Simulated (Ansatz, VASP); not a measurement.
# One calculation of CdH2O2, two programs

The input INCAR:

```
SYSTEM = CdH2O2
PREC = Accurate ; ENCUT = 700
EDIFF = 1E-6 ; ISMEAR = 0
SIGMA = 0.05 ; LREAL = .False.
LASPH = .True. ; NELM = 120
ALGO = Normal ; ISIF = 2
LWAVE = .False. ; LCHARG = .True.
GGA = PS ; LELF = .True.
LVHAR = .True. ; NBANDS = 25
GGA_COMPAT = .False.
```

Contents of KPOINTS:

```
Automatic mesh
0
Gamma
  9 9 6
  0 0 0
```

POSCAR

```
CdH2O2
1.0
    3.4100601858      0.0000000000      0.0000000000
   -1.7050300929      2.9531987493      0.0000000000
    0.0000000000      0.0000000000      4.7822686687
Cd H O
1 2 2
Direct
    0.0000000000      0.0000000000      0.0000000000
    0.6666666667      0.3333333333      0.5509607200
    0.3333333333      0.6666666667      0.4490392800
    0.6666666667      0.3333333333      0.7593720000
    0.3333333333      0.6666666667      0.2406280000
```

Input for Ansatz:

```yaml
crystal:
  lattice:
    - [3.4100601858, 0.0, 0.0]
    - [-1.7050300929, 2.9531987493, 0.0]
    - [0.0, 0.0, 4.7822686687]
  atoms:
    - { symbol: Cd, position: [0.0, 0.0, 0.0] }
    - { symbol: H, position: [0.6666666667, 0.3333333333, 0.55096072] }
    - { symbol: H, position: [0.3333333333, 0.6666666667, 0.44903928] }
    - { symbol: O, position: [0.6666666667, 0.3333333333, 0.759372] }
    - { symbol: O, position: [0.3333333333, 0.6666666667, 0.240628] }
basis:
  ecutwfc: 420
kpoints:
  mp_grid: { grid: [9, 9, 6] }
hamiltonian:
  xc: pbesol
scf:
  occupations: { method: gaussian, width: 0.05 }
output:
  forces: true
  stress: true
  eigenvalues: true
```

Change from the starting cell: strain -0.030 along x and y, +0.030 along z, atoms carried along.

Alike in both runs: task single point; functional PBEsol; k mesh 9 × 9 × 6; occupations gaussian, width 0.05 eV; no spin polarisation.

|  | VASP | Ansatz |
| --- | --- | --- |
| version | VASP 6.6.1 | Ansatz 0.2.0 |
| potentials or method | VASP PAW PBE potentials, release 64 (Cd_sv_GW, H, O), cutoff 700 eV | scalar-relativistic, plane waves, PAW |
| valence electrons in the cell | 34 | 34 |

VASP gave:

| Item | Value |
| --- | --- |
| gap on the k mesh at the Fermi level (eV) | 1.64 |
| least direct gap on the mesh (eV) | 1.89 |
| pressure (GPa) | 0.5 |
| traceless stress, the component that is largest in VASP (GPa) | -6.46 |
| rms of the force components (eV/Å) | 0.372 |

Q: Which values does Ansatz return?

A: gap on the k mesh at the Fermi level (eV): 1.64; least direct gap on the mesh (eV): 1.89; pressure (GPa): 0.5; traceless stress, the component that is largest in VASP (GPa): -6.92; rms of the force components (eV/Å): 0.420.

VASP's potentials were made for PBE, not for PBEsol. Atom by atom the forces differ by 0.049 eV/Å (rms over components). The functional is the same, so the differences come from potentials, cutoffs and numerics.
